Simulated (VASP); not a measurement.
**Cl: single point with r2SCAN**

The system is Cl.

```
Cl
1.0
     0.00000    3.22235    3.22235
     3.22235    0.00000    3.22235
     3.22235    3.22235    0.00000
Cl
2
Direct
  0.00000 0.00000 0.00000
  0.25000 0.25000 0.25000
```

```yaml
Program: VASP 6.6.1
Task: single point
Functional: r2SCAN
Potentials_or_basis: VASP PAW PBE potentials, release 64 (Cl)
Cutoff: 520 eV
k_mesh: 6 × 6 × 6
Occupations: fermi-dirac, width 0.05 eV
Spin: no spin polarisation
Dipole_correction: no
Further_INCAR_settings: ALGO = Normal; EDIFF = 1e-07; NBANDS = 14
```

```json
{
 "Pressure": "-0.4 GPa",
 "Band gap on the k mesh": "zero (band 7 reaches -1.23 eV, above the bottom of band 8 at -2.47 eV)"
}
```

Levels at points of the mesh, in eV from the Fermi level:
```csv
k point,band 4,band 5,band 6,band 7,band 8,band 9,band 10,band 11
"(0.00, 0.00, 0.00)",-2.82,-2.82,-0.89,-0.89,-0.89,6.82,11.26,11.26
"(0.50, 0.00, 0.00)",-3.23,-3.23,-0.33,-0.33,-0.15,9.09,9.86,10.90
"(0.50, 0.50, 0.00)",-3.68,-1.86,-1.86,0.34,0.34,8.67,8.67,12.89
```

It took 25 s on 1 thread of Intel(R) Xeon(R) 6975P-C (Granite Rapids) (shared host), peak memory 0.2 GiB.

Caveat: the PAW data sets were made with another functional, which shifts forces and pressure a little.
